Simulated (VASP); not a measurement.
# SnO (Pm) in VASP: notebook

Runs on SnO. Level: PBEsol+D3(BJ). Tasks: single point.

Program: VASP 6.6.1. These are calculated values, not measurements. Logs are shortened: lines on timing, memory, paths and dates and some standing lists are left out, and cuts for length are marked.

## (1) The cell of the first run

The structure is monoclinic, space group Pm (No. 6). The conventional cell has a = 4.222 Å, b = 3.355 Å, c = 5.674 Å, α = 90.00°, β = 90.00°, γ = 90.00°. Within 2.6 Å of Sn (site symmetry m) lie 3 O at 1.96 to 2.16 Å. Sn (site symmetry m) has 3 O at 2.15 to 2.53 Å within 2.8 Å. Within 2.6 Å of O (site symmetry m) lie 3 Sn at 1.96 to 2.53 Å and 2 O at 2.57 Å. O (site symmetry m) has 3 Sn at 2.15 to 2.16 Å and 2 O at 2.57 Å within 2.8 Å.

## (2) Single point, PBEsol+D3(BJ) (atom 3 (O) moved by (+0.000, -0.600) A along [1 1 0] and z)

INCAR

```
SYSTEM = SnO
PREC = Accurate
ENCUT = 520
EDIFF = 1E-6
ISMEAR = 0
SIGMA = 0.05
LREAL = .FALSE.
LASPH = .TRUE.
NELM = 100
ALGO = Normal
ISIF = 2
LWAVE = .FALSE.
LCHARG = .FALSE.
GGA = PS
IVDW = 12
NBANDS = 28
```

KPOINTS

```
regular mesh
0
G
  8 6 6
  0 0 0
```

POSCAR

```
SnO
1.0
    3.3550050000      0.0000000000      0.0000000000
    0.0000000000      5.6741040000      0.0000000000
    0.0000000000      0.0000000000      4.2219700000
Sn O
2 2
Direct
    0.0000000000      0.2319090000      0.5131440000
    0.5000000000      0.7680910000      0.0131440000
    0.0000000000      0.8912500000      0.5947432474
    0.5000000000      0.1087500000      0.2368570000
```

Potentials or basis: VASP PAW PBE potentials, release 64 (Sn_d, O).

Command:

```sh
$ cat potpaw_PBE.64/Sn_d/POTCAR potpaw_PBE.64/O/POTCAR > POTCAR
$ mpirun -np 1 vasp_std > vasp.out
```

OUTCAR:

```text
SYSTEM = SnO
   PREC = Accurate
   ENCUT = 520
   EDIFF = 1E-6
   ISMEAR = 0
   LREAL = .FALSE.
   LASPH = .TRUE.
   NELM = 100
   ISIF = 2
   GGA = PS
   IVDW = 12
 IVDW          = 12

 ion  position               nearest neighbor table
   1  0.000  0.232  0.513-   3 1.96   4 2.16   4 2.16
   2  0.500  0.768  0.013-   4 2.15   3 2.53   3 2.53
   3  0.000  0.891  0.595-   1 1.96   2 2.53   2 2.53
   4  0.500  0.109  0.237-   2 2.15   1 2.16   1 2.16

  LATTYP: Found a simple orthorhombic cell.
 ALAT       =     3.3550050000
 B/A-ratio  =     1.2584094510
 C/A-ratio  =     1.6912356315

  Lattice vectors:

 A1 = (  -3.3550050000,   0.0000000000,   0.0000000000)
 A2 = (   0.0000000000,   0.0000000000,   4.2219700000)
 A3 = (   0.0000000000,   5.6741040000,   0.0000000000)

Analysis of symmetry for initial positions (statically):
=====================================================================
 Subroutine PRICEL returns:
 Original cell was already a primitive cell.

 Routine SETGRP: Setting up the symmetry group for a
 simple orthorhombic supercell.

 Subroutine GETGRP returns: Found  2 space group operations
 (whereof  2 operations were pure point group operations)
 out of a pool of  8 trial point group operations.

The static configuration has the point symmetry C_1h.

Analysis of symmetry for dynamics (positions and initial velocities):
=====================================================================
 Subroutine PRICEL returns:
 Original cell was already a primitive cell.

 Routine SETGRP: Setting up the symmetry group for a
 simple orthorhombic supercell.

 Subroutine GETGRP returns: Found  2 space group operations
 (whereof  2 operations were pure point group operations)
 out of a pool of  8 trial point group operations.

The dynamic configuration has the point symmetry C_1h.

 Subroutine INISYM returns: Found  2 space group operations
 (whereof  2 operations are pure point group operations),
 and found     1 'primitive' translations

----------------------------------------------------------------------------------------

                                     Primitive cell

  volume of cell :      80.3722

  direct lattice vectors                    reciprocal lattice vectors
     3.355005000  0.000000000  0.000000000     0.298062149  0.000000000  0.000000000
     0.000000000  5.674104000  0.000000000     0.000000000  0.176239279  0.000000000
     0.000000000  0.000000000  4.221970000     0.000000000  0.000000000  0.236856254

[... 88 lines left out ...]
   LREAL  =      F    real-space projection
   EDIFFG = 0.1E-04   stopping-criterion for IOM
   NSW    =      0    number of steps for IOM
   IBRION =     -1    ionic relax: 0-MD 1-quasi-New 2-CG
   NFREE  =      0    steps in history (QN), initial steepest desc. (CG)
   ISIF   =      2    stress and relaxation
   ISYM   =      2    0-nonsym 1-usesym 2-fastsym
   POTIM  = 0.5000    time-step for ionic-motion
   TEBEG  =    0.0;   TEEND  =   0.0 temperature during run
   PSTRESS=    0.0 pullay stress
   NELECT =      40.0000    total number of electrons
   NUPDOWN=      -1.0000    fix difference up-down
   EMIN   =  10.00;   EMAX   =-10.00  energy-range for DOS
   EFERMI =   0.00;   METHOD = LEGACY
   ISMEAR =     0;   SIGMA  =   0.05  broadening in eV -4-tet -1-fermi 0-gaus
   EFERMI_NEDOS =   21; number of points for ismear=-14 and -15
   IALGO  =     38    algorithm
   IMIX   =      4    mixing-type and parameters
     AMIX     =   0.40;   BMIX     =  1.00
     AMIX_MAG =   1.60;   BMIX_MAG =  1.00
  volume/ion in A,a.u.               =      20.09       135.59
  Fermi-wavevector in a.u.,A,eV,Ry     =   1.297357  2.451650 22.900458  1.683136
  Thomas-Fermi vector in A             =   2.428755
   LORBIT       =      0    0 simple, 1 ext, 2 COOP (PROOUT), +10 PAW based schemes
   GGA     = PS    functional components
   LHFCALC =     F    Hartree Fock is set to
   AEXX    =    0.0000 exact exchange contribution
   IVDW    =    12    specifies the selected vdW correction
   LEPSILON=     F    determine dielectric tensor
   LRPA    =     F    only Hartree local field effects (RPA)
 non-spin polarized calculation
 Gauss-broadening in eV      SIGMA  =   0.05
  energy-cutoff  :      520.00
  volume of cell :       80.37
 maximum number of plane-waves:      2178
 NGX is ok and might be reduce to    28
   NGX = 13   NGY = 21   NGZ = 15

 number of electron      39.9999993 magnetization

 Free energy of the ion-electron system (eV)
  ---------------------------------------------------
  ext. energy  EPLUGINS =         0.00000000
  ---------------------------------------------------
  free energy    TOTEN  =       -22.76495019 eV

  energy without entropy =      -22.76495019  energy(sigma->0) =      -22.76495019

 E-fermi :   4.6538     XC(G=0):  -9.8146

 val. band max:        4.3949628945   @ k =   0.5000   0.5000   0.5000
 cond. band min:       5.2959691333   @ k =   0.3750   0.5000   0.0000
 fundamental gap:      0.9010062387
 Fermi energy:         4.6538166206

 k-point     1 :       0.0000    0.0000    0.0000
  band No.  band energies     occupation
      1     -16.5492      2.00000
      2     -16.4387      2.00000
      3     -16.3676      2.00000
      4     -16.3266      2.00000
      5     -16.3088      2.00000
      6     -16.0841      2.00000
[... 733 lines left out ...]
     27      13.6398      0.00000
     28      14.5406      0.00000

 [... further k-points ...]

------------------------ aborting loop because EDIFF is reached ----------------------------------------

 Edisp (eV)   -0.74848

 E8    (eV) :    -0.4948

  FORCE on cell =-STRESS in cart. coord.  units (eV):
  Direction    XX          YY          ZZ          XY          YZ          ZX
  --------------------------------------------------------------------------------------
  -------------------------------------------------------------------------------------
  Total      -2.03272     0.28239    -5.24456     0.00000    -2.14443     0.00000
  in kB     -40.52117     5.62923  -104.54761     0.00000   -42.74815     0.00000
  external pressure =      -46.48 kB  Pullay stress =        0.00 kB

 VOLUME and BASIS-vectors are now :
 -----------------------------------------------------------------------------
  energy-cutoff  :      520.00
  volume of cell :       80.37
      direct lattice vectors                 reciprocal lattice vectors
     3.355005000  0.000000000  0.000000000     0.298062149  0.000000000  0.000000000
     0.000000000  5.674104000  0.000000000     0.000000000  0.176239279  0.000000000
     0.000000000  0.000000000  4.221970000     0.000000000  0.000000000  0.236856254

 POSITION                                       TOTAL-FORCE (eV/Angst)
 -----------------------------------------------------------------------------------
      0.00000      1.31588      2.16648         0.000000      0.715797     -0.734277
      1.67750      4.35823      0.05549         0.000000      0.998192     -0.890153
      0.00000      5.05705      2.51099         0.000000     -2.277096      2.741418
      1.67750      0.61706      1.00000         0.000000      0.563106     -1.116989
 -----------------------------------------------------------------------------------
    total drift:                                0.000000      0.000301     -0.000186

  FREE ENERGIE OF THE ION-ELECTRON SYSTEM (eV)
  ---------------------------------------------------
  free  energy   TOTEN  =       -23.5134345489 eV

  energy  without entropy=      -23.5134345489  energy(sigma->0) =      -23.51343455
```

stdout:

```text
POSCAR found type information on POSCAR SnO
 POSCAR found :  2 types and       4 ions
 scaLAPACK will be used
 -----------------------------------------------------------------------------
|                                                                             |
|                                                                             |
|     You enforced a specific xc type in the INCAR file but a different       |
|     I HOPE YOU KNOW WHAT YOU ARE DOING!                                     |
|                                                                             |
 -----------------------------------------------------------------------------

 LDA part: xc-table for (Slater+PW92), standard interpolation
 POSCAR, INCAR and KPOINTS ok, starting setup
 FFT: planning ... GRIDC
 FFT: planning ... GRID_SOFT
 FFT: planning ... GRID
 WAVECAR not read
 entering main loop
```

It took 2.3 min on 1 thread of AMD EPYC 7R13 (Zen 3), shared host; peak memory 0.29 GiB.

Results:

```
Free energy                : -23.5134 eV
Pressure                   : -4.6 GPa
Largest force              : 3.564 eV/Å
Band gap on the k mesh     : 0.90 eV (least direct gap 1.18 eV)
Dispersion energy per atom : -0.187 eV
```

Forces in eV/Å, atoms in the order of the input:
```
Sn   0.000  0.716 -0.734
Sn   0.000  0.998 -0.890
O    0.000 -2.277  2.741
O    0.000  0.563 -1.117
```

Caveat: the cell differs from its parent crystal (atom 3 (O) moved by (+0.000, -0.600) A along [1 1 0] and z); the cell stands under tension; the PAW data sets were made with another functional, which shifts forces and pressure a little; spin-orbit coupling is left out, which moves the levels of the heavy elements.

## (3) Single point, PBEsol+D3(BJ) (atom 3 (O) moved by (+0.000, +0.300) A along [1 1 0] and z)

INCAR

```
PREC = Accurate
ENCUT = 520
EDIFF = 1E-7
ISMEAR = 0
SIGMA = 0.05
LREAL = F
LASPH = T
NELM = 100
ALGO = Normal
ISIF = 2
LWAVE = F
LCHARG = T
GGA = PS
IVDW = 12
LELF = T
LVHAR = T
NBANDS = 28
```

KPOINTS

```
regular mesh
0
Gamma
  8 6 6
```

POSCAR: that of step 2 with these lines changed.

```diff
@@ -10,3 +10,3 @@
     0.5000000000      0.7680910000      0.0131440000
-    0.0000000000      0.8912500000      0.5947432474
+    0.0000000000      0.8912500000      0.8079138763
     0.5000000000      0.1087500000      0.2368570000
```

Potentials or basis: VASP PAW PBE potentials, release 64 (Sn_d, O).

Command:

```sh
$ cat potpaw_PBE.64/Sn_d/POTCAR potpaw_PBE.64/O/POTCAR > POTCAR
$ mpirun -np 1 vasp_std > vasp.out
```

OUTCAR:

```text
PREC = Accurate
   ENCUT = 520
   EDIFF = 1E-7
   ISMEAR = 0
   LREAL = F
   LASPH = T
   NELM = 100
   ISIF = 2
   GGA = PS
   IVDW = 12
 IVDW          = 12

 ion  position               nearest neighbor table
   1  0.000  0.232  0.513-   4 2.16   4 2.16   3 2.30
   2  0.500  0.768  0.013-   3 2.01   3 2.01   4 2.15
   3  0.000  0.891  0.808-   2 2.01   2 2.01   1 2.30
   4  0.500  0.109  0.237-   2 2.15   1 2.16   1 2.16

  LATTYP: Found a simple orthorhombic cell.
 ALAT       =     3.3550050000
 B/A-ratio  =     1.2584094510
 C/A-ratio  =     1.6912356315

  Lattice vectors:

 A1 = (  -3.3550050000,   0.0000000000,   0.0000000000)
 A2 = (   0.0000000000,   0.0000000000,   4.2219700000)
 A3 = (   0.0000000000,   5.6741040000,   0.0000000000)

Analysis of symmetry for initial positions (statically):
=====================================================================
 Subroutine PRICEL returns:
 Original cell was already a primitive cell.

 Routine SETGRP: Setting up the symmetry group for a
 simple orthorhombic supercell.

[... 170 lines left out ...]

 E-fermi :   5.2667     XC(G=0):  -9.7387

 val. band max:        4.9637588063   @ k =   0.0000   0.0000   0.0000
 cond. band min:       6.2536802354   @ k =   0.3750   0.5000   0.0000
 fundamental gap:      1.2899214291
 Fermi energy:         5.2667246477

 k-point     1 :       0.0000    0.0000    0.0000
  band No.  band energies     occupation
      1     -16.5123      2.00000
      2     -16.1896      2.00000
      3     -16.0426      2.00000
      4     -16.0390      2.00000
      5     -16.0038      2.00000
      6     -15.9876      2.00000
[... 733 lines left out ...]
     27      13.4681      0.00000
     28      14.4280      0.00000

 [... further k-points ...]

------------------------ aborting loop because EDIFF is reached ----------------------------------------

 Edisp (eV)   -0.74933

 E8    (eV) :    -0.4956

  FORCE on cell =-STRESS in cart. coord.  units (eV):
  Direction    XX          YY          ZZ          XY          YZ          ZX
  --------------------------------------------------------------------------------------
  -------------------------------------------------------------------------------------
  Total       0.99672    -1.19941    -0.71601     0.00000    -0.11736     0.00000
  in kB      19.86903   -23.90971   -14.27338     0.00000    -2.33947     0.00000
  external pressure =       -6.10 kB  Pullay stress =        0.00 kB

 VOLUME and BASIS-vectors are now :
 -----------------------------------------------------------------------------
  energy-cutoff  :      520.00
  volume of cell :       80.37
      direct lattice vectors                 reciprocal lattice vectors
     3.355005000  0.000000000  0.000000000     0.298062149  0.000000000  0.000000000
     0.000000000  5.674104000  0.000000000     0.000000000  0.176239279  0.000000000
     0.000000000  0.000000000  4.221970000     0.000000000  0.000000000  0.236856254

 POSITION                                       TOTAL-FORCE (eV/Angst)
 -----------------------------------------------------------------------------------
      0.00000      1.31588      2.16648         0.000000     -0.288928      0.060573
      1.67750      4.35823      0.05549         0.000000     -0.973580      1.482352
      0.00000      5.05705      3.41099         0.000000      1.429042     -2.153230
      1.67750      0.61706      1.00000         0.000000     -0.166534      0.610305
 -----------------------------------------------------------------------------------
    total drift:                                0.000000     -0.000054     -0.000010

  FREE ENERGIE OF THE ION-ELECTRON SYSTEM (eV)
  ---------------------------------------------------
  free  energy   TOTEN  =       -24.2401972891 eV

  energy  without entropy=      -24.2401972891  energy(sigma->0) =      -24.24019729
```

OSZICAR:

```text
N       E                     dE             d eps       ncg     rms          rms(c)
DAV:   1     0.432750314547E+03    0.43275E+03   -0.20262E+04  5804   0.209E+03
DAV:   2     0.414510695524E+02   -0.39130E+03   -0.37491E+03  5868   0.542E+02
DAV:   3    -0.237823640361E+02   -0.65233E+02   -0.64220E+02  6356   0.187E+02
DAV:   4    -0.270425472039E+02   -0.32602E+01   -0.32439E+01  6464   0.454E+01
DAV:   5    -0.271237166178E+02   -0.81169E-01   -0.81149E-01  6256   0.768E+00    0.114E+01
DAV:   6    -0.236071493419E+02    0.35166E+01   -0.16317E+01  9044   0.482E+01    0.528E+00
DAV:   7    -0.235371784889E+02    0.69971E-01   -0.20866E+00  6592   0.910E+00    0.259E+00
DAV:   8    -0.235012699034E+02    0.35909E-01   -0.32569E-01  7584   0.414E+00    0.817E-01
DAV:   9    -0.234899187386E+02    0.11351E-01   -0.39976E-02  8536   0.220E+00    0.233E-01
DAV:  10    -0.234906548304E+02   -0.73609E-03   -0.67430E-03  6076   0.612E-01    0.142E-01
DAV:  11    -0.234909231588E+02   -0.26833E-03   -0.84696E-04  8632   0.334E-01    0.588E-02
DAV:  12    -0.234908580998E+02    0.65059E-04   -0.25682E-04  8548   0.179E-01    0.155E-02
DAV:  13    -0.234908631950E+02   -0.50952E-05   -0.66675E-05  6708   0.617E-02    0.915E-03
DAV:  14    -0.234908625733E+02    0.62171E-06   -0.59501E-06  7616   0.232E-02    0.281E-03
DAV:  15    -0.234908625907E+02   -0.17399E-07   -0.60244E-07  6000   0.562E-03
   1 F= -.24240197E+02 E0= -.24240197E+02  d E =-.112183E-19
```

stdout:

```text
POSCAR found type information on POSCAR SnO
 POSCAR found :  2 types and       4 ions
 scaLAPACK will be used
 -----------------------------------------------------------------------------
|                                                                             |
|                                                                             |
|     You enforced a specific xc type in the INCAR file but a different       |
|     I HOPE YOU KNOW WHAT YOU ARE DOING!                                     |
|                                                                             |
 -----------------------------------------------------------------------------

 LDA part: xc-table for (Slater+PW92), standard interpolation
 POSCAR, INCAR and KPOINTS ok, starting setup
 FFT: planning ... GRIDC
 FFT: planning ... GRID_SOFT
 FFT: planning ... GRID
 WAVECAR not read
 entering main loop
```

Wall time 2.5 min (1 thread of AMD EPYC 7R13 (Zen 3), shared host); peak memory 0.29 GiB.

Results:

* Free energy: -24.2402 eV
* Pressure: -0.6 GPa
* Largest force: 2.584 eV/Å
* Band gap on the k mesh: 1.29 eV (least direct gap 2.02 eV)
* Dispersion energy per atom: -0.187 eV

Forces on the atoms (eV/Å):
```
Sn   0.000 -0.289  0.061
Sn   0.000 -0.974  1.482
O    0.000  1.429 -2.153
O    0.000 -0.167  0.610
```

Stress tensor (GPa, compression positive):
```
 1.99  0.00  0.00
 0.00 -2.39 -0.23
 0.00 -0.23 -1.43
```

Levels at points of the mesh, in eV from the valence-band top:
| k point | band 18 | band 19 | band 20 | band 21 | band 22 | band 23 |
| --- | --- | --- | --- | --- | --- | --- |
| (0.00, 0.00, 0.00) | -3.16 | -2.51 | 0.00 | 2.33 | 2.69 | 5.20 |
| (0.50, 0.00, 0.00) | -2.93 | -1.47 | -1.25 | 2.20 | 3.31 | 4.50 |
| (0.00, 0.50, 0.00) | -3.18 | -2.03 | -1.52 | 3.21 | 3.61 | 4.15 |
| (0.50, 0.50, 0.00) | -2.92 | -1.26 | -0.98 | 1.79 | 1.86 | 5.90 |
| (0.00, 0.00, 0.50) | -3.40 | -1.80 | -1.76 | 1.92 | 2.53 | 4.38 |
| (0.50, 0.00, 0.50) | -3.24 | -1.42 | -0.94 | 1.60 | 1.99 | 4.27 |
| (0.00, 0.50, 0.50) | -3.10 | -1.88 | -1.30 | 1.61 | 1.69 | 4.98 |
| (0.50, 0.50, 0.50) | -3.54 | -0.88 | -0.35 | 2.11 | 2.66 | 3.47 |

Caveat: the cell differs from its parent crystal (atom 3 (O) moved by (+0.000, +0.300) A along [1 1 0] and z); the PAW data sets were made with another functional, which shifts forces and pressure a little; spin-orbit coupling is left out, which moves the levels of the heavy elements.
